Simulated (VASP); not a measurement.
Runs of VASP 6.6.1 on Si. The cells are those of the table. 

```csv
cell,gap on the mesh (eV),pressure (GPa),largest force (eV/Å)
"a = 3.840, b = 3.840, c = 9.477 Å, angles 86.5, 83.0, 60.0°, 6 atoms",none,0.6,1.23
"a = 3.840, b = 3.840, c = 9.531 Å, angles 85.4, 80.7, 60.0°, 6 atoms",none,0.2,1.04
"a = 3.840, b = 3.840, c = 9.438 Å, angles 87.7, 85.3, 60.0°, 6 atoms",none,(b),0.98
"a = 3.840, b = 3.840, c = 9.414 Å, angles 88.8, 87.7, 60.0°, 6 atoms",(a),1.7,0.44
```

Alike in all rows: task single point; level PBE; potentials or basis VASP PAW PBE potentials, release 64 (Si); no spin polarisation; k mesh 8 × 8 × 3; cutoff (eV) 520; smearing gaussian 0.05 eV.

Task: Fill in the values left out.

Result: (a) 0.18; (b) 1.2.

Caveats: forces of over 1 eV/Å act on the atoms, so gaps and moduli don't describe the material at rest (at least some runs); semilocal functionals underestimate gaps, so a narrow gap can read as zero (at least some runs); an odd mesh through Γ misses points on the zone boundary, where band edges can lie (at least some runs).

A gap of «none» marks levels without a gap at the run's occupations.
